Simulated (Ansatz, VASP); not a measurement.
## Two plane-wave programs on BN

INCAR

```
SYSTEM = BN
ALGO = Normal
EDIFF = 1E-7
ENCUT = 520
GGA = CA
ISIF = 2
ISMEAR = 0
LASPH = .True.
LCHARG = .False.
LREAL = .False.
LWAVE = .False.
NBANDS = 16
NELM = 80
PREC = Accurate
SIGMA = 0.05
```

The input KPOINTS:

```
k-points
0
Gamma
  12 12 4
  0 0 0
```

File POSCAR:

```
BN
1.0
    2.5754440236      0.0000000000      0.0000000000
   -1.2877220118      2.2303999504      0.0000000000
    0.0000000000      0.0000000000      6.0406024751
B N
2 2
Direct
    0.3333333333      0.6666666667      0.2500000000
    0.6666666667      0.3333333333      0.7500000000
    0.3333333333      0.6666666667      0.7500000000
    0.6666666667      0.3333333333      0.2500000000
```

Input for Ansatz:

```yaml
crystal:
  lattice:
    - [2.5754440236, 0.0, 0.0]
    - [-1.2877220118, 2.2303999504, 0.0]
    - [0.0, 0.0, 6.0406024751]
  atoms:
    - { symbol: B, position: [0.3333333333, 0.6666666667, 0.25] }
    - { symbol: B, position: [0.6666666667, 0.3333333333, 0.75] }
    - { symbol: "N", position: [0.3333333333, 0.6666666667, 0.75] }
    - { symbol: "N", position: [0.6666666667, 0.3333333333, 0.25] }
basis:
  ecutwfc: 520.0
kpoints:
  mp_grid: { grid: [12, 12, 4] }
hamiltonian:
  xc: lda
  pseudopotentials: { kind: paw, azcp: { folder: soft_1 } }
scf:
  occupations: { method: gaussian, width: 0.05 }
output:
  forces: true
  stress: true
  eigenvalues: true
```

Change from the starting cell: mode 4 frozen in at +0.000 Å, strain +e along z and -e/2 along x and y -0.0700.

Alike in both runs: task single point; functional LDA; k mesh 12 × 12 × 4; occupations gaussian, width 0.05 eV; no spin polarisation.

|  | VASP | Ansatz |
| --- | --- | --- |
| version | VASP 6.6.1 | Ansatz 0.2.0 |
| potentials or method | VASP PAW LDA potentials, release 64 (B, N), cutoff 520 eV | scalar-relativistic, plane waves, PAW |
| valence electrons in the cell | 16 | 16 |

Ansatz gave:

| Property | Result |
| --- | --- |
| gap on the k mesh at the Fermi level (eV) | 3.80 |
| least direct gap on the mesh (eV) | 4.03 |
| pressure (GPa) | -23.0 |
| traceless stress, the component that is largest in VASP (GPa) | 25.45 |

Question: Estimate VASP's values.

Answer: gap on the k mesh at the Fermi level (eV): 3.79; least direct gap on the mesh (eV): 4.02; pressure (GPa): -22.4; traceless stress, the component that is largest in VASP (GPa): 24.75.

Ansatz warns that its potentials were made for another functional, while VASP's fit it. LDA's correlation is that of Perdew and Zunger in VASP and of Perdew and Wang (1992) in Ansatz.
